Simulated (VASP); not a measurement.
Crystal: BaTiO3.

```
CELL_PARAMETERS angstrom
4.11247 0.00000 0.00000
0.00000 4.11247 0.00000
0.00000 0.00000 5.03561
ATOMIC_POSITIONS crystal
Ba 0.00000 0.00000 0.00000
Ti 0.50000 0.50000 0.50000
O 0.00000 0.50000 0.50000
O 0.50000 0.00000 0.50000
O 0.00000 0.00000 0.50000
```

* Program: VASP 6.6.1
* Task: relaxation of cell and atoms
* Functional: PBEsol
* Potentials or basis: VASP PAW PBE potentials, release 64 (Ba_sv, Ti_sv, O)
* Cutoff: 600 eV
* k mesh: 6 × 6 × 4
* Occupations: fermi-dirac, width 0.05 eV
* Spin: no spin polarisation

At the start: pressure -4.5 GPa; volume 17.03 Å³/atom.

Task: Where does the relaxation end?

Result: Over 4 steps the energy falls by 11.7 meV/atom and the volume is 16.24 Å³/atom (-4.7 %); space group P4/mmm (No. 123, to 0.1 Å) before and after.

Step by step:
| step | energy change (eV) | largest force (eV/Å) | pressure (GPa) | volume (Å³) |
| --- | --- | --- | --- | --- |
| 1 | 0.0000 | 0.0000 | -4.54 | 85.16 |
| 2 | -0.0398 | 0.0000 | 2.80 | 79.35 |
| 3 | -0.0569 | 0.0000 | -0.02 | 81.33 |
| 4 | -0.0585 | 0.0000 | 0.00 | 81.20 |

Final structure:
```cif
data_structure
_symmetry_space_group_name_H-M 'P 1'
_symmetry_Int_Tables_number 1
_cell_length_a 4.0546
_cell_length_b 4.0546
_cell_length_c 4.9389
_cell_angle_alpha 90.000
_cell_angle_beta 90.000
_cell_angle_gamma 90.000
_cell_volume 81.20
loop_
_atom_site_label
_atom_site_type_symbol
_atom_site_fract_x
_atom_site_fract_y
_atom_site_fract_z
_atom_site_occupancy
Ba1 Ba 0.00000 0.00000 0.00000 1
Ti1 Ti 0.50000 0.50000 0.50000 1
O1 O 0.00000 0.50000 0.50000 1
O2 O 0.50000 0.00000 0.50000 1
O3 O 0.00000 0.00000 0.50000 1
```

Caveat: the PAW data sets were made with another functional, which shifts forces and pressure a little.
